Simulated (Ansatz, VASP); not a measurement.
Zn2InO: VASP beside Ansatz

```
CELL_PARAMETERS angstrom
3.20569 0.00000 0.00000
0.00000 3.20569 0.00000
0.00000 0.00000 6.84661
ATOMIC_POSITIONS crystal
Zn 0.50000 0.00000 0.82356
Zn 0.00000 0.50000 0.17644
In 0.50000 0.50000 0.50000
O 0.00000 0.00000 0.00000
```

Alike in both runs: functional PBE; k mesh 14 × 14 × 8; occupations gaussian, width 0.1 eV; no spin polarisation.

Ansatz relaxed the structure, and its values are those at the end. VASP's run is a single point on that final structure, the one shown.

|  | VASP | Ansatz |
| --- | --- | --- |
| version | VASP 6.6.1 | Ansatz 0.2.0 |
| potentials or method | VASP PAW PBE potentials, release 64 (Zn, In_d, O), cutoff 520 eV | scalar-relativistic, plane waves, PAW |
| valence electrons in the cell | 43 | 43 |

```tsv
	VASP	Ansatz	Ansatz less VASP
gap on the k mesh at the Fermi level (eV)	none	none	-
pressure (GPa)	0.3	0.0	-0.35
rms of the force components (eV/Å)	0.024	0.001	-0.0228
```

A gap of «none» marks a metal or a gap that the smearing closes. With one functional, cell and mesh, what is left measures potentials, basis and numerics.
